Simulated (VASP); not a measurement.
CdTe (rocksalt type): single point with r2SCAN

Crystal: CdTe (rocksalt type).

```xyz
2
Lattice="0.0000 2.3308 2.3308 2.3308 0.0000 2.3308 2.3308 2.3308 0.0000" Properties=species:S:1:pos:R:3 pbc="T T T"
Cd    0.0000    0.0000    0.0000
Te    2.3308    2.3308    2.3308
```

This cell differs from its parent crystal: volume scaled by 0.45.

```yaml
Program: VASP 6.6.1
Task: single point
Functional: r2SCAN
Potentials_or_basis: VASP PAW PBE potentials, release 64 (Cd, Te)
Cutoff: 520 eV
k_mesh: 13 × 13 × 13
Occupations: fermi-dirac, width 0.08 eV
Spin: no spin polarisation
Dipole_correction: no
Further_INCAR_settings: ALGO = Normal; EDIFF = 1e-07; NBANDS = 16
```

| Item | Value |
| --- | --- |
| Pressure | 292.0 GPa |
| Band gap on the k mesh | zero (band 9 reaches 17.94 eV, above the bottom of band 10 at 16.12 eV) |

Levels at points of the mesh, in eV from the Fermi level:
```
           k point  band 7  band 8  band 9  band 10  band 11  band 12
(0.00, 0.00, 0.00)   -2.10   -2.10   -2.10     4.39     7.28     7.28
```

Wall time 110 s on 1 thread of AMD EPYC 9R45 96-Core Processor (Zen 5), with other jobs on the host, peak memory 0.16 GiB.

Caveat: the PAW data sets were made with another functional, which shifts forces and pressure a little; spin-orbit coupling is left out, which moves the levels of the heavy elements.
